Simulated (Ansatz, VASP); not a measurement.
Two plane-wave programs on Hf

```
CELL_PARAMETERS angstrom
3.19192 0.00000 0.00000
-1.59596 2.76428 0.00000
0.00000 0.00000 10.23458
ATOMIC_POSITIONS crystal
Hf 0.00000 0.00000 0.00000
Hf 0.00000 0.00000 0.50000
Hf 0.33333 0.66667 0.25000
Hf 0.66667 0.33333 0.75000
```

Alike in both runs: task single point; functional LDA; k mesh 13 × 13 × 4; occupations fermi-dirac, width 0.1 eV; no spin polarisation.

|  | VASP | Ansatz |
| --- | --- | --- |
| version | VASP 6.6.1 | Ansatz 0.2.0 |
| potentials or method | VASP PAW LDA potentials, release 64 (Hf_pv), cutoff 520 eV | plane waves (420 eV) with PAW, scalar-relativistic |
| valence electrons in the cell | 40 | 104 |

|  | VASP | Ansatz | Ansatz less VASP |
| --- | --- | --- | --- |
| pressure (GPa) | -7.8 | -7.8 | +0.01 |
| traceless stress, the component that is largest in VASP (GPa) | -0.31 | -0.30 | +0.016 |

Ansatz warns that its potentials were made for another functional, while VASP's fit it. LDA's correlation is that of Perdew and Zunger in VASP and of Perdew and Wang (1992) in Ansatz. VASP's potentials hold 40 valence electrons a cell and Ansatz's 104, so a difference there can come from the potentials and not from the codes.

Neither program's run includes spin-orbit coupling.
